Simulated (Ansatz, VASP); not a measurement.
PbSe in VASP and in Ansatz

```
Pb Se
1.0
     0.00000    2.87701    3.06747
     2.87701    0.00000    3.06747
     2.87701    2.87701    0.00000
Pb Se
1 1
Cartesian
  0.0000 0.0000 0.0000
  2.8770 2.8770 3.0675
```

Alike in both runs: task single point; functional PBE; dispersion D3(BJ); k mesh 10 × 10 × 10; occupations gaussian, width 0.03 eV; no spin polarisation.

|  | VASP | Ansatz |
| --- | --- | --- |
| version | VASP 6.6.1 | Ansatz 0.2.0 |
| potentials or method | VASP PAW PBE potentials, release 64 (Pb_d, Se), cutoff 520 eV | scalar-relativistic, plane waves, PAW |
| valence electrons in the cell | 20 | 30 |

|  | VASP | Ansatz | Ansatz less VASP |
| --- | --- | --- | --- |
| gap on the k mesh at the Fermi level (eV) | 0.33 | 0.33 | +0.005 |
| least direct gap on the mesh (eV) | 0.33 | 0.33 | +0.005 |
| pressure (GPa) | 9.4 | 9.4 | 0.00 |
| traceless stress, the component that is largest in VASP (GPa) | -8.27 | -8.25 | +0.016 |

VASP's potentials hold 20 valence electrons a cell and Ansatz's 30, so a difference there can come from the potentials and not from the codes.

Spin-orbit coupling is off throughout.
